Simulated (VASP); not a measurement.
Write the native input for VASP 6.6.1 that does the following.

```yaml
Task: single point
Functional: PBEsol
Potentials_or_basis: VASP PAW PBE potentials, release 64 (Al, O)
Cutoff: 520 eV
k_mesh: 6 × 6 × 6
Occupations: gaussian, width 0.05 eV
Spin: no spin polarisation
Dipole_correction: no
Further_INCAR_settings: ALGO = Normal; EDIFF = 1e-06; NBANDS = 35
```

The structure of Al2O3 lies in POSCAR:

```
Al2O3
1.0
    2.4421693582      1.4099871363      4.1427332879
   -2.4421693582      1.4099871363      4.1427332879
    0.0000000000     -2.8199742727      4.1427332879
Al O
4 6
Direct
    0.8481927811      0.8481927811      0.8481927811
    0.6518072189      0.6518072189      0.6518072189
    0.1518072189      0.1518072189      0.1518072189
    0.3481927811      0.3481927811      0.3481927811
    0.0558571577      0.4441428423      0.7500000000
    0.7500000000      0.0558571577      0.4441428423
    0.4441428423      0.7500000000      0.0558571577
    0.9441428423      0.5558571577      0.2500000000
    0.2500000000      0.9441428423      0.5558571577
    0.5558571577      0.2500000000      0.9441428423
```

This cell differs from its parent crystal: atoms shifted along a free coordinate, c/a of the conventional cell at fixed volume 2.5445.

These files were run (other wordings do the same):

INCAR

```
SYSTEM = Al2O3
ALGO = Normal ; EDIFF = 1E-6
ENCUT = 520 ; GGA = PS
ISIF = 2 ; ISMEAR = 0
LASPH = .TRUE. ; LCHARG = .TRUE.
LELF = .TRUE. ; LREAL = .FALSE.
LVHAR = .TRUE. ; LWAVE = .FALSE.
NBANDS = 35 ; NELM = 100
PREC = Accurate ; SIGMA = 0.05
```

KPOINTS

```
k-points
0
G
  6 6 6
  0 0 0
```

Potentials or basis: VASP PAW PBE potentials, release 64 (Al, O).

Launch:

```bash
$ cat potpaw_PBE.64/Al/POTCAR potpaw_PBE.64/O/POTCAR > POTCAR
$ mpirun -np 1 vasp_std > vasp.out
```

It gave:

| Property | Result |
| --- | --- |
| Pressure | 0.6 GPa |
| Largest force | 1.679 eV/Å |
| Band gap on the k mesh | 5.54 eV |

Caveat: the stress differs along the axes, from -10 to 22 GPa; the PAW data sets were made with another functional, which shifts forces and pressure a little.

Wall time 58 s on 1 thread of AMD EPYC 9R45 96-Core Processor (Zen 5) (shared host), peak memory 0.24 GiB.
